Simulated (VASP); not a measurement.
Write the native input for VASP 6.6.1 that does the following.

- Task: relaxation of cell and atoms
- Functional: PBE
- Potentials or basis: VASP PAW PBE potentials, release 64 (Si, As)
- Cutoff: 600 eV
- k mesh: 18 × 18 × 8
- Occupations: gaussian, width 0.1 eV
- Spin: no spin polarisation
- Dipole correction: no
- Further INCAR settings: ALGO = Fast; EDIFF = 1e-06; IBRION = 2; EDIFFG = -0.01; NSW = 100; ISIF = 3

The structure of Si3As lies in POSCAR:

```
Si3As
1.0
    3.4918395316      0.0000000000      0.0000000000
   -1.7459197658      3.0240217403      0.0000000000
    0.0000000000      0.0000000000      6.5319503628
Si As
3 1
Direct
    0.3333333333      0.6666666667      0.5000000000
    0.0000000000      0.0000000000      0.7315759193
    0.0000000000      0.0000000000      0.2684240807
    0.3333333333      0.6666666667      0.0000000000
```

The cell was generated, and may not be a known phase.

The input as run:

INCAR

```
PREC = Accurate ; ENCUT = 600
EDIFF = 1E-6 ; ISMEAR = 0
SIGMA = 0.1 ; LREAL = F
LASPH = T ; NELM = 100
ALGO = Fast ; ISIF = 3
LWAVE = F ; LCHARG = F
GGA = PE ; IBRION = 2
NSW = 100 ; EDIFFG = -0.01
```

KPOINTS

```
regular mesh
0
Gamma
  18 18 8
```

Potentials or basis: VASP PAW PBE potentials, release 64 (Si, As).

Command:

```bash
$ cat potpaw_PBE.64/Si/POTCAR potpaw_PBE.64/As/POTCAR > POTCAR
$ mpirun -np 1 vasp_std > vasp.out
```

It gave:

```yaml
Relaxed_volume: 17.25 Å³/atom
Relaxed_cell: a = 3.510 Å, b = 3.510 Å, c = 6.464 Å, α = 90.00°, β = 90.00°, γ = 120.00°
Space_group_after_relaxing_to_0.1_Å: P-6m2 (No. 187)
Energy_gained_by_relaxing: 0.6 meV/atom
Ionic_steps: 10
Pressure_after_relaxing: 0.0 GPa
Band_gap_on_the_k_mesh: zero (an odd number of electrons rules out a gap without spin polarisation)
```

Wall time 12 min on 1 thread of Oxide Virtual Turin-like Processor, on a shared host, peak memory 0.32 GiB.
